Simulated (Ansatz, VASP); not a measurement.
**Rb: VASP beside Ansatz**

File INCAR:

```
ALGO = Normal ; EDIFF = 1E-6
ENCUT = 500 ; GGA = PE
GGA_COMPAT = False ; ISIF = 2
ISMEAR = 1 ; LASPH = True
LCHARG = True ; LELF = True
LREAL = False ; LVHAR = True
LWAVE = False ; NBANDS = 10
NELM = 120 ; PREC = Accurate
SIGMA = 0.022
```

KPOINTS

```
k-points
0
Gamma
  4 4 4
```

The input POSCAR:

```
Rb
1.0
    0.0000000000      3.6398846700      3.6398846700
    3.6398846700      0.0000000000      3.6398846700
    3.6398846700      3.6398846700      0.0000000000
Rb
1
Direct
    0.0000000000      0.0000000000      0.0000000000
```

Input for Ansatz:

```yaml
crystal:
  lattice:
    - [0.0, 3.63988467, 3.63988467]
    - [3.63988467, 0.0, 3.63988467]
    - [3.63988467, 3.63988467, 0.0]
  atoms:
    - { symbol: Rb, position: [0.0, 0.0, 0.0] }
basis:
  ecutwfc: 420
kpoints:
  mp_grid: { grid: [4, 4, 4] }
hamiltonian:
  xc: pbe
scf:
  occupations: { method: cold, width: 0.022 }
  mixing: { preconditioner: kerker }
  max_iter: 52
output:
  forces: true
  stress: true
  eigenvalues: true
```

Alike in both runs: task single point; functional PBE; k mesh 4 × 4 × 4; no spin polarisation.

|  | VASP | Ansatz |
| --- | --- | --- |
| version | VASP 6.6.1 | Ansatz 0.2.0 |
| potentials or method | VASP PAW PBE potentials, release 64 (Rb_sv), cutoff 500 eV | scalar-relativistic, plane waves, PAW |
| occupations | methfessel-paxton of order 1, width 0.022 eV | cold, width 0.022 eV |
| valence electrons in the cell | 9 | 9 |

```csv
,VASP,Ansatz,Ansatz less VASP
gap on the k mesh at the Fermi level (eV),none,none,-
pressure (GPa),-0.1,-0.1,0.00
```

A gap of «none» marks a metal or a gap that the smearing closes.

The k mesh is coarse, so the values compare programs but aren't converged.
